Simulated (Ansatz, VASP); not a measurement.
**HfB3 in VASP and in Ansatz**

INCAR

```
SYSTEM = HfB3
PREC = Accurate ; ENCUT = 520
EDIFF = 1E-6 ; ISMEAR = 0
SIGMA = 0.1 ; LREAL = .False.
LASPH = .True. ; NELM = 100
ALGO = Normal ; ISIF = 2
LWAVE = .False. ; LCHARG = .False.
GGA = PE ; NBANDS = 18
```

Contents of KPOINTS:

```
regular mesh
0
Gamma
  6 6 4
  0 0 0
```

The input POSCAR:

```
HfB3
1.0
    2.5556063600      0.0000000000      0.0000000000
    0.0000000000      3.5729402200      0.0000000000
    0.0000000000      0.0000000000      5.0081866500
Hf B
1 3
Direct
    0.0000000000      0.0000000000      0.0000000000
    0.0000000000      0.0000000000      0.5000000000
    0.5000000000      0.5000000000      0.7539245500
    0.5000000000      0.5000000000      0.2460754500
```

Input for Ansatz:

```yaml
crystal:
  lattice:
    - [2.55560636, 0.0, 0.0]
    - [0.0, 3.57294022, 0.0]
    - [0.0, 0.0, 5.00818665]
  atoms:
    - { symbol: Hf, position: [0.0, 0.0, 0.0] }
    - { symbol: B, position: [0.0, 0.0, 0.5] }
    - { symbol: B, position: [0.5, 0.5, 0.75392455] }
    - { symbol: B, position: [0.5, 0.5, 0.24607545] }
basis:
  ecutwfc: 420
kpoints:
  mp_grid: { grid: [6, 6, 4] }
hamiltonian:
  xc: pbe
scf:
  occupations: { method: gaussian, width: 0.1 }
  lower_state_search: "off"
output:
  forces: true
  stress: true
  eigenvalues: true
```

Change from the starting cell: species swapped into the Mn3Fe type (Pmmm, No. 47).

Alike in both runs: task single point; functional PBE; k mesh 6 × 6 × 4; occupations gaussian, width 0.1 eV; no spin polarisation.

|  | VASP | Ansatz |
| --- | --- | --- |
| version | VASP 6.6.1 | Ansatz 0.2.0 |
| potentials or method | VASP PAW PBE potentials, release 64 (Hf_pv, B), cutoff 520 eV | scalar-relativistic, plane waves, PAW |
| valence electrons in the cell | 19 | 35 |

Ansatz gave:

```
gap on the k mesh at the Fermi level (eV)                     : none
pressure (GPa)                                                : -7.8
traceless stress, the component that is largest in VASP (GPa) : 25.10
rms of the force components (eV/Å)                            : 0.424
```

Task: What did VASP give for the same quantities?

Result: gap on the k mesh at the Fermi level (eV): none; pressure (GPa): -7.7; traceless stress, the component that is largest in VASP (GPa): 24.10; rms of the force components (eV/Å): 0.427.

Atom by atom the forces differ by 0.003 eV/Å (rms over components). A gap of «none» marks a metal or a gap that the smearing closes. With one functional, cell and mesh, what is left measures potentials, basis and numerics. VASP's potentials hold 19 valence electrons a cell and Ansatz's 35, so a difference there can come from the potentials and not from the codes.

The k mesh is coarse, so the values compare programs but aren't converged. Spin-orbit coupling is off throughout.
